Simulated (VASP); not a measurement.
Crystal: Au.

```
CELL_PARAMETERS angstrom
0.00000 2.09676 2.09676
2.09676 0.00000 2.09676
2.09676 2.09676 0.00000
ATOMIC_POSITIONS crystal
Au 0.00000 0.00000 0.00000
```

Program: VASP 6.6.1. Alike in all runs: task single point; no spin polarisation; cell as given; k mesh 12 × 12 × 12; cutoff (eV) 520; smearing fermi-dirac 0.06 eV.

Question: Order these runs on this cell by their pressure, lowest first.
A. level LDA; potentials or basis VASP PAW LDA potentials, release 64 (Au)
B. level PBEsol; potentials or basis VASP PAW PBE potentials, release 64 (Au)
C. level PBE; potentials or basis VASP PAW PBE potentials, release 64 (Au)

Answer: A (-14.6 GPa), B (-11.1 GPa), C (-3.3 GPa).

Caveats: the PAW data sets were made with another functional, which shifts forces and pressure a little (some runs).
